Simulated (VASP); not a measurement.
A run of VASP 6.6.1 is set up as follows.

File POSCAR:

```
EuS
1.0
    4.1342661898      0.0000000000      0.0000000000
    2.0671330949      3.5803795464      0.0000000000
    2.0671330949      1.1934598488      3.3756142086
Eu S
1 1
Direct
    0.0000000000      0.0000000000      0.0000000000
    0.5000000000      0.5000000000      0.5000000000
```

The input INCAR.step1:

```
SYSTEM = EuS
  PREC = Accurate
  ENCUT = 800
  ISMEAR = -1
  SIGMA = 0.1
  LREAL = .False.
  LASPH = .True.
  NELM = 200
  ISPIN = 2
  MAGMOM = 7 0
  LMAXMIX = 6
  NBANDS = 22
  GGA = PE
  ALGO = Normal
  EDIFF = 1E-5
  LWAVE = .True.
  LCHARG = .False.
  GGA_COMPAT = .False.
```

File INCAR.step2:

```
SYSTEM = EuS
  PREC = Accurate
  ENCUT = 800
  EDIFF = 1E-6
  ISMEAR = -1
  SIGMA = 0.1
  LREAL = .False.
  LASPH = .True.
  NELM = 200
  ALGO = Normal
  ISIF = 2
  LWAVE = .False.
  LCHARG = .False.
  ISPIN = 2
  MAGMOM = 7 0
  LORBIT = 11
  LMAXMIX = 6
  METAGGA = R2SCAN
  LMIXTAU = .True.
  IVDW = 13
  VDW_S6 = 1.0
  VDW_S8 = 0.6018749
  VDW_A1 = 0.51559235
  VDW_A2 = 5.77342911
  NBANDS = 22
  ISTART = 1
  GGA_COMPAT = .False.
```

KPOINTS

```
Automatic mesh
0
Gamma
  6 6 6
  0 0 0
```

Potentials or basis: VASP PAW PBE potentials, release 64 (Eu, S).

Command:

```sh
$ cat potpaw_PBE.64/Eu/POTCAR potpaw_PBE.64/S/POTCAR > POTCAR
$ cp INCAR.step1 INCAR
$ mpirun -np 1 vasp_std > vasp.out
$ cp INCAR.step2 INCAR
$ mpirun -np 1 vasp_std > vasp.out
```

**Question.** Estimate the site moments.

**Answer.** Eu +6.50; S -0.08 μB.

**Question.** Predict the dispersion energy per atom.

**Answer.** -0.107 eV.

Caveat: the PAW data sets were made with another functional, which shifts forces and pressure a little; spin-orbit coupling is left out, which moves the levels of the heavy elements; a cell with one magnetic atom can't hold antiferromagnetic order, which such compounds often take; semilocal functionals describe open f shells poorly, which spoils levels, moments and volumes. The state reached can hang on the start; a lower one may exist.

**Experimental background.**

“Crystal-field mediated electronic transitions of EuS up to 35 GPa”, 2022, pmc:8786971 reports, for a powder of EuS at 300 K: band gap 1.72 eV (optical).

Against the measured gap of EuS, 1.72 eV (optical; 300 K; powder; “Crystal-field mediated electronic transitions of EuS up to 35 GPa”, 2022, pmc:8786971), the calculated 0.00 eV is off by -1.72 eV. So large a miss can be the level of theory's own, or it may mean another phase, state or a wrong row. Spin-orbit coupling on Eu is left out. The value is that of r2SCAN+D4 on a finite k mesh, which can miss the band edges, without temperature or zero-point motion. The run's magnetic order (collinear spin, ferromagnetic start) needn't be the measured crystal's.
